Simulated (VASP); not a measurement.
# MgSnO4 (P6/mmm) in VASP: further runs

Runs on MgSnO4. Level: PBE. Tasks: single point, relaxation of cell and atoms.

Program: VASP 6.6.1. These are calculated values, not measurements. Logs are shortened: lines on timing, memory, paths and dates and some standing lists are left out, and cuts for length are marked.

## Step 1: The cell of the first run

It takes space group P6/mmm (No. 191, hexagonal). Conventional cell: a = 3.802 Å, b = 3.802 Å, c = 10.300 Å, α = 90.00°, β = 90.00°, γ = 120.00°. Mg (site symmetry 6/mmm) has 6 O at 2.20 Å within 2.9 Å. Sn (site symmetry 6/mmm) has 6 O at 2.20 Å within 2.9 Å. Within 2.9 Å of O (site symmetry -6m2) lie 3 Sn at 2.20 Å and 3 O at 2.20 Å. Within 2.9 Å of O (site symmetry -6m2) lie 3 Mg at 2.20 Å and 3 O at 2.20 Å.

## Step 2: Single point, PBE

The input, INCAR:

```
SYSTEM = MgSnO4
PREC = Accurate
ENCUT = 520
EDIFF = 1E-7
ISMEAR = 0
SIGMA = 0.1
LREAL = .False.
LASPH = .True.
NELM = 60
ALGO = Fast
ISIF = 2
LWAVE = .False.
LCHARG = .False.
GGA = PE
NBANDS = 29
```

The input, KPOINTS:

```
regular mesh
0
Gamma
  12 12 4
  0 0 0
```

The input, POSCAR:

```
MgSnO4
1.0
    3.8024725439      0.0000000000      0.0000000000
   -1.9012362719      3.2930378202      0.0000000000
    0.0000000000      0.0000000000     10.2999497962
Mg Sn O
1 1 4
Direct
    0.0000000000      0.0000000000      0.0000000000
    0.0000000000      0.0000000000      0.5000000000
    0.3333333333      0.6666666667      0.5000000000
    0.6666666667      0.3333333333      0.5000000000
    0.3333333333      0.6666666667      0.0000000000
    0.6666666667      0.3333333333      0.0000000000
```

Potentials or basis: VASP PAW PBE potentials, release 64 (Mg, Sn_d, O).

On the command line:

```bash
cat potpaw_PBE.64/Mg/POTCAR potpaw_PBE.64/Sn_d/POTCAR potpaw_PBE.64/O/POTCAR > POTCAR
mpirun -np 1 vasp_std > vasp.out
```

OUTCAR:

```text
SYSTEM = MgSnO4
   PREC = Accurate
   ENCUT = 520
   EDIFF = 1E-7
   ISMEAR = 0
   LREAL = .False.
   LASPH = .True.
   NELM = 60
   ISIF = 2
   GGA = PE

 ion  position               nearest neighbor table
   1  0.000  0.000  0.000-   5 2.20   6 2.20   5 2.20   6 2.20   6 2.20   5 2.20
   2  0.000  0.000  0.500-   3 2.20   4 2.20   3 2.20   4 2.20   4 2.20   3 2.20
   3  0.333  0.667  0.500-   2 2.20   2 2.20   2 2.20
   4  0.667  0.333  0.500-   2 2.20   2 2.20   2 2.20
   5  0.333  0.667  0.000-   1 2.20   1 2.20   1 2.20
   6  0.667  0.333  0.000-   1 2.20   1 2.20   1 2.20

  LATTYP: Found a hexagonal cell.
 ALAT       =     3.8024725439
 C/A-ratio  =     2.7087506030

  Lattice vectors:

 A1 = (   3.8024725439,   0.0000000000,   0.0000000000)
 A2 = (  -1.9012362719,   3.2930378202,   0.0000000000)
 A3 = (   0.0000000000,   0.0000000000,  10.2999497962)

Analysis of symmetry for initial positions (statically):
=====================================================================
 Subroutine PRICEL returns:
 Original cell was already a primitive cell.

 Routine SETGRP: Setting up the symmetry group for a
 hexagonal supercell.

 Subroutine GETGRP returns: Found 24 space group operations
 (whereof 24 operations were pure point group operations)
 out of a pool of 24 trial point group operations.

The static configuration has the point symmetry D_6h.

Analysis of symmetry for dynamics (positions and initial velocities):
=====================================================================
 Subroutine PRICEL returns:
 Original cell was already a primitive cell.

 Routine SETGRP: Setting up the symmetry group for a
 hexagonal supercell.

 Subroutine GETGRP returns: Found 24 space group operations
 (whereof 24 operations were pure point group operations)
 out of a pool of 24 trial point group operations.

The dynamic configuration has the point symmetry D_6h.

 Subroutine INISYM returns: Found 24 space group operations
 (whereof 24 operations are pure point group operations),
 and found     1 'primitive' translations

----------------------------------------------------------------------------------------

                                     Primitive cell

  volume of cell :     128.9727

  direct lattice vectors                    reciprocal lattice vectors
     3.802472544  0.000000000  0.000000000     0.262986777  0.151835487  0.000000000
    -1.901236272  3.293037820  0.000000000     0.000000000  0.303670973  0.000000000
     0.000000000  0.000000000 10.299949796     0.000000000  0.000000000  0.097087852

  length of vectors
     3.802472544  3.802472544 10.299949796     0.303670973  0.303670973  0.097087852

  position of ions in fractional coordinates (direct lattice)
     0.000000000  0.000000000  0.000000000
     0.000000000  0.000000000  0.500000000
     0.333333333  0.666666667  0.500000000
     0.666666667  0.333333333  0.500000000
     0.333333333  0.666666667  0.000000000
     0.666666667  0.333333333  0.000000000

  ion indices of the primitive-cell ions
   primitive index   ion index
                 1           1
                 2           2
                 3           3
                 4           4
                 5           5
                 6           6

----------------------------------------------------------------------------------------

 KPOINTS: regular mesh

Automatic generation of k-mesh.
 Grid dimensions read from file:
 generate k-points for:   12   12    4

 Generating k-lattice:

  Cartesian coordinates                     Fractional coordinates (reciprocal lattice)
     0.021915565  0.012652957  0.000000000     0.083333333  0.000000000  0.000000000
     0.000000000  0.025305914  0.000000000     0.000000000  0.083333333  0.000000000
     0.000000000  0.000000000  0.024271963     0.000000000  0.000000000  0.250000000

  Length of vectors
     0.025305914  0.025305914  0.024271963

  Shift w.r.t. Gamma in fractional coordinates (k-lattice)
     0.000000000  0.000000000  0.000000000

 Subroutine IBZKPT returns following result:
[... 47 lines left out ...]

 E-fermi :   0.4762     XC(G=0):  -7.1410

 val. band max:        0.4716950640   @ k =   0.1667  -0.0000   0.5000
 cond. band min:       0.4940252911   @ k =   0.4167   0.1667   0.0000
 fundamental gap:      0.0223302271
 Fermi energy:         0.4762482346

 k-point     1 :       0.0000    0.0000    0.0000
  band No.  band energies     occupation
      1     -21.6960      2.00000
      2     -21.1229      2.00000
      3     -21.1229      2.00000
      4     -20.9252      2.00000
      5     -20.9252      2.00000
      6     -18.7108      2.00000
[... 21 lines left out ...]
     28       9.8140      0.00000
     29      11.4557      0.00000

 k-point     2 :       0.0833    0.0000    0.0000
  band No.  band energies     occupation
      1     -21.6724      2.00000
      2     -21.1248      2.00000
      3     -21.1233      2.00000
      4     -20.9421      2.00000
      5     -20.9184      2.00000
      6     -18.6836      2.00000
[... 21 lines left out ...]
     28       9.8178      0.00000
     29      11.1563      0.00000

 k-point     3 :       0.1667   -0.0000    0.0000
  band No.  band energies     occupation
      1     -21.6095      2.00000
      2     -21.1298      2.00000
      3     -21.1242      2.00000
      4     -20.9874      2.00000
      5     -20.8999      2.00000
      6     -18.5972      2.00000
[... 21 lines left out ...]
     28       9.8241      0.00000
     29      10.4254      0.00000

 k-point     4 :       0.2500    0.0000    0.0000
  band No.  band energies     occupation
      1     -21.5288      2.00000
      2     -21.1366      2.00000
      3     -21.1254      2.00000
      4     -21.0452      2.00000
      5     -20.8743      2.00000
      6     -18.4428      2.00000
[... 597 lines left out ...]
     28       9.8231      0.00000
     29      10.1333      0.00000

 k-point    23 :       0.2500    0.0000    0.2500
  band No.  band energies     occupation
      1     -21.5288      2.00000
      2     -21.1367      2.00000
      3     -21.1254      2.00000
      4     -21.0452      2.00000
      5     -20.8743      2.00000
      6     -18.4428      2.00000
[... 21 lines left out ...]
     28       9.7053      0.00000
     29       9.8202      0.00000

 k-point    24 :       0.3333   -0.0000    0.2500
  band No.  band energies     occupation
      1     -21.4590      2.00000
      2     -21.1435      2.00000
      3     -21.1266      2.00000
      4     -21.0941      2.00000
      5     -20.8485      2.00000
      6     -18.2282      2.00000
[... 21 lines left out ...]
     28       9.7466      0.00000
     29       9.8093      0.00000

 [... further k-points ...]

------------------------ aborting loop because EDIFF is reached ----------------------------------------

  FORCE on cell =-STRESS in cart. coord.  units (eV):
  Direction    XX          YY          ZZ          XY          YZ          ZX
  --------------------------------------------------------------------------------------
  -------------------------------------------------------------------------------------
  Total        0.0200180      0.0200180     -0.0651670      0.0000000     -0.0000000      0.0000000
  in kB        0.2486762      0.2486762     -0.8095441      0.0000000     -0.0000000      0.0000000
  external PRESSURE =      -0.1040639 kB  Pullay stress =       0.0000000 kB

 VOLUME and BASIS-vectors are now :
 -----------------------------------------------------------------------------
  energy-cutoff  :      520.00
  volume of cell :      128.97
      direct lattice vectors                 reciprocal lattice vectors
     3.802472544  0.000000000  0.000000000     0.262986777  0.151835487  0.000000000
    -1.901236272  3.293037820  0.000000000     0.000000000  0.303670973  0.000000000
     0.000000000  0.000000000 10.299949796     0.000000000  0.000000000  0.097087852

 POSITION                                       TOTAL-FORCE (eV/Angst)
 -----------------------------------------------------------------------------------
      0.00000      0.00000      0.00000        -0.000000     -0.000000      0.000000
      0.00000      0.00000      5.14997        -0.000000     -0.000000      0.000000
     -0.00000      2.19536      5.14997         0.000000      0.000000      0.000000
      1.90124      1.09768      5.14997        -0.000000     -0.000000      0.000000
     -0.00000      2.19536      0.00000        -0.000000     -0.000000      0.000000
      1.90124      1.09768      0.00000        -0.000000     -0.000000      0.000000
 -----------------------------------------------------------------------------------
    total drift:                                0.000000     -0.000000      0.000000

  FREE ENERGIE OF THE ION-ELECTRON SYSTEM (eV)
  ---------------------------------------------------
  free  energy   TOTEN  =       -27.7954178007 eV

  energy  without entropy=      -27.7686944073  energy(sigma->0) =      -27.78205610
```

It took 10 min on 1 thread of Oxide Virtual Turin-like, shared host; peak memory 0.34 GiB.

What came out:

| Quantity | Value |
| --- | --- |
| Free energy | -27.7954 eV |
| Pressure | 0.0 GPa |
| Band gap on the k mesh | zero (bands 20 and 21 overlap by 0.47 eV) |

Levels at points of the mesh, in eV from the Fermi level:
```tsv
k point	band 16	band 17	band 18	band 19	band 20	band 21	band 22	band 23	band 24	band 25
(0.00, 0.00, 0.00)	-2.72	-2.72	-2.45	-0.79	-0.41	-0.41	0.16	2.89	3.05	6.13
(0.50, 0.00, 0.00)	-1.80	-1.78	-0.88	-0.22	-0.01	0.79	1.77	2.08	5.80	5.91
(0.00, 0.00, 0.50)	-2.72	-2.72	-2.41	-0.79	-0.41	-0.41	0.16	2.44	4.39	4.39
(0.50, 0.00, 0.50)	-1.81	-1.77	-0.88	-0.22	-0.01	0.79	1.78	2.08	5.96	6.11
```

Caveat: semilocal functionals underestimate gaps, and a narrow one can read as zero; spin-orbit coupling is left out, which moves the levels of the heavy elements.

## Step 3: Relaxation of cell and atoms, PBE

This run uses another cell than the first one, of 13.75 Å³/atom.

The input, INCAR:

```
PREC = Accurate
ENCUT = 600
EDIFF = 1E-6
ISMEAR = 0
SIGMA = 0.1
LREAL = F
LASPH = T
NELM = 100
ALGO = Normal
ISIF = 3
LWAVE = F
LCHARG = F
GGA = PE
IBRION = 2
NSW = 90
EDIFFG = -0.04
```

The input, KPOINTS:

```
Automatic mesh
0
Gamma
  6 6 4
```

The input, POSCAR:

```
MgSnO4
1.0
    4.4512942200      0.0000000000      0.0000000000
   -2.2256471100      3.8549338700      0.0000000000
    0.0000000000      0.0000000000      4.8064099700
Mg Sn O
1 1 4
Direct
    0.0000000000      0.0000000000      0.0000000000
    0.0000000000      0.0000000000      0.5000000000
    0.3333333300      0.6666666700      0.5000000000
    0.6666666700      0.3333333300      0.5000000000
    0.3333333300      0.6666666700      0.0000000000
    0.6666666700      0.3333333300      0.0000000000
```

Potentials or basis: VASP PAW PBE potentials, release 64 (Mg, Sn_d, O).

On the command line:

```bash
cat potpaw_PBE.64/Mg/POTCAR potpaw_PBE.64/Sn_d/POTCAR potpaw_PBE.64/O/POTCAR > POTCAR
mpirun -np 1 vasp_std > vasp.out
```

It took 17 min on 1 thread of Oxide Virtual Turin-like, shared host; peak memory 0.23 GiB.

It converged, with:

- Free energy: -26.9634 eV
- Relaxed volume: 13.54 Å³/atom
- Relaxed cell: a = 3.781 Å, b = 3.781 Å, c = 6.559 Å, α = 90.00°, β = 90.00°, γ = 120.00°
- Space group after relaxing (to 0.1 Å): P6/mmm (No. 191)
- Energy gained by relaxing: 923.4 meV/atom
- Ionic steps: 10
- Pressure after relaxing: -0.3 GPa
- Band gap on the k mesh: zero (bands 20 and 21 overlap by 0.58 eV)

Stress tensor (GPa, compression positive):
```
-0.19  0.00  0.00
 0.00 -0.19  0.00
 0.00  0.00 -0.38
```

The path:
```
step  energy change (eV)  largest force (eV/Å)  pressure (GPa)  volume (Å³)
   1              0.0000                0.0000           -6.27        82.48
   2             -2.6362                0.0000           -4.73        75.56
   3             -3.4648                0.0000           47.27        62.30
   4             -4.3309                0.0000            7.91        69.48
   5             -4.3889                0.0000           25.94        65.26
   6             -4.5212                0.0000           17.91        66.83
   7             -5.3440                0.0000           10.55        76.21
   8             -5.3449                0.0000           10.71        75.95
   9             -5.3158                0.0000           -8.68        87.61
  10             -5.5403                0.0000           -0.25        81.22
```

Final structure:
```
Mg Sn O
1.0
     3.78140    0.00000    0.00000
    -1.89070    3.27479    0.00000
     0.00000    0.00000    6.55880
Mg Sn O
1 1 4
Cartesian
  0.0000 0.0000 0.0000
  0.0000 0.0000 3.2794
  0.0000 2.1832 3.2794
  1.8907 1.0916 3.2794
  0.0000 2.1832 0.0000
  1.8907 1.0916 0.0000
```

Levels at points of the mesh, in eV from the Fermi level:
```
           k point  band 17  band 18  band 19  band 20  band 21  band 22  band 23  band 24
(0.00, 0.00, 0.00)    -2.64    -2.38    -0.78    -0.50    -0.50     0.21     3.15     4.59
(0.50, 0.00, 0.00)    -1.46    -0.70    -0.29     0.01     0.74     1.41     1.58     6.38
(0.00, 0.00, 0.50)    -2.75    -1.72    -0.68    -0.51    -0.51     0.10     2.07     7.39
(0.50, 0.00, 0.50)    -1.68    -1.01    -0.28     0.01     0.74     1.53     1.56     7.10
```

Caveat: semilocal functionals underestimate gaps, and a narrow one can read as zero; a cell axis changed by over 15 % at a fixed basis, so the end point is rough; spin-orbit coupling is left out, which moves the levels of the heavy elements.

## Step 4: Relaxation of cell and atoms, PBE

This run uses another cell than the first one, of 18.91 Å³/atom.

The input, INCAR:

```
SYSTEM = MgSnO4
PREC = Accurate ; ENCUT = 600
EDIFF = 1E-6 ; ISMEAR = 0
SIGMA = 0.1 ; LREAL = .FALSE.
LASPH = .TRUE. ; NELM = 80
ALGO = Fast ; ISIF = 3
LWAVE = .FALSE. ; LCHARG = .FALSE.
GGA = PE ; IBRION = 2
NSW = 100 ; EDIFFG = -0.01
```

The input, KPOINTS:

```
Automatic mesh
0
G
  12 12 4
  0 0 0
```

The input, POSCAR:

```
MgSnO4
1.0
    3.8005622860      0.0000000000      0.0000000000
   -1.9002811430      3.2913834883      0.0000000000
    0.0000000000      0.0000000000      9.0701315472
Mg Sn O
1 1 4
Direct
    0.0000000000      0.0000000000      0.0000000000
    0.0000000000      0.0000000000      0.5000000000
    0.3333333333      0.6666666667      0.5000000000
    0.6666666667      0.3333333333      0.5000000000
    0.3333333333      0.6666666667      0.0000000000
    0.6666666667      0.3333333333      0.0000000000
```

On the command line:

```bash
cat potpaw_PBE.64/Mg/POTCAR potpaw_PBE.64/Sn_d/POTCAR potpaw_PBE.64/O/POTCAR > POTCAR
mpirun -np 1 vasp_std > vasp.out
```

It took 60 min on 1 thread of Oxide Virtual Turin-like, shared host; peak memory 0.35 GiB.

The run converged. Its results:

* Free energy: -27.7876 eV
* Relaxed volume: 20.54 Å³/atom
* Relaxed cell: a = 3.801 Å, b = 3.801 Å, c = 9.854 Å, α = 90.00°, β = 90.00°, γ = 120.00°
* Space group after relaxing (to 0.1 Å): P6/mmm (No. 191)
* Energy gained by relaxing: 1.0 meV/atom
* Ionic steps: 13
* Pressure after relaxing: 0.0 GPa
* Band gap on the k mesh: zero (bands 20 and 21 overlap by 0.48 eV)

Stress tensor (GPa, compression positive):
```
 0.06  0.00  0.00
 0.00  0.06  0.00
 0.00  0.00 -0.03
```

Step by step:
```
step  energy change (eV)  largest force (eV/Å)  pressure (GPa)  volume (Å³)
   1              0.0000                0.0000           -0.03       113.46
   2             -0.0002                0.0000            0.19       113.40
   3             -0.0002                0.0000            0.17       113.40
   4             -0.0004                0.0000            0.16       113.59
   5             -0.0011                0.0000            0.13       114.14
   6             -0.0022                0.0000            0.05       115.24
   7             -0.0039                0.0000           -0.05       117.45
   8             -0.0051                0.0000           -0.34       121.89
   9             -0.0053                0.0000           -0.28       122.05
  10             -0.0057                0.0000           -0.15       122.54
  11             -0.0057                0.0000            0.11       123.50
  12             -0.0058                0.0000            0.05       122.99
  13             -0.0058                0.0000            0.03       123.26
```

Final structure:
```cif
data_structure
_symmetry_space_group_name_H-M 'P 1'
_symmetry_Int_Tables_number 1
_cell_length_a 3.8005
_cell_length_b 3.8005
_cell_length_c 9.8541
_cell_angle_alpha 90.000
_cell_angle_beta 90.000
_cell_angle_gamma 120.000
_cell_volume 123.26
loop_
_atom_site_label
_atom_site_type_symbol
_atom_site_fract_x
_atom_site_fract_y
_atom_site_fract_z
_atom_site_occupancy
Mg1 Mg 0.00000 0.00000 0.00000 1
Sn1 Sn 0.00000 0.00000 0.50000 1
O1 O 0.33333 0.66667 0.50000 1
O2 O 0.66667 0.33333 0.50000 1
O3 O 0.33333 0.66667 0.00000 1
O4 O 0.66667 0.33333 0.00000 1
```

Levels at points of the mesh, in eV from the Fermi level:
```csv
k point,band 16,band 17,band 18,band 19,band 20,band 21,band 22,band 23,band 24
"(0.00, 0.00, 0.00)",-2.72,-2.72,-2.44,-0.79,-0.41,-0.41,0.15,2.93,3.09
"(0.50, 0.00, 0.00)",-1.80,-1.78,-0.89,-0.22,-0.01,0.79,1.78,2.08,5.82
"(0.00, 0.00, 0.50)",-2.72,-2.72,-2.38,-0.79,-0.41,-0.41,0.15,2.42,4.55
"(0.50, 0.00, 0.50)",-1.82,-1.77,-0.89,-0.22,-0.01,0.79,1.78,2.08,6.02
```

Caveat: semilocal functionals underestimate gaps, and a narrow one can read as zero; spin-orbit coupling is left out, which moves the levels of the heavy elements.

## Step 5: The runs side by side

```tsv
task	cell	k mesh	cutoff (eV)	gap on the mesh (eV)	pressure (GPa)	relaxed volume (Å³/atom)
single point	a = 3.802, b = 3.802, c = 10.300 Å, angles 90.0, 90.0, 120.0°, 6 atoms	12 × 12 × 4	520	none	0.0	-
relaxation of cell and atoms	relaxed from a = 4.451, b = 4.451, c = 4.806 Å, angles 90.0, 90.0, 120.0°, 6 atoms	6 × 6 × 4	600	none	-0.3	13.54
relaxation of cell and atoms	relaxed from a = 3.801, b = 3.801, c = 9.070 Å, angles 90.0, 90.0, 120.0°, 6 atoms	12 × 12 × 4	600	none	0.0	20.54
```

Alike in all rows: level PBE; potentials or basis VASP PAW PBE potentials, release 64 (Mg, Sn_d, O); no spin polarisation; smearing gaussian 0.1 eV.

Caveats: semilocal functionals underestimate gaps, and a narrow one can read as zero; spin-orbit coupling is left out, which moves the levels of the heavy elements; a cell axis changed by over 15 % at a fixed basis, so the end point is rough (at least some runs).

Total energies depend on the potentials used, so only differences within one code and one set of settings carry meaning.

The gap in the log of VASP goes by the Fermi energy; the results here count the filled bands.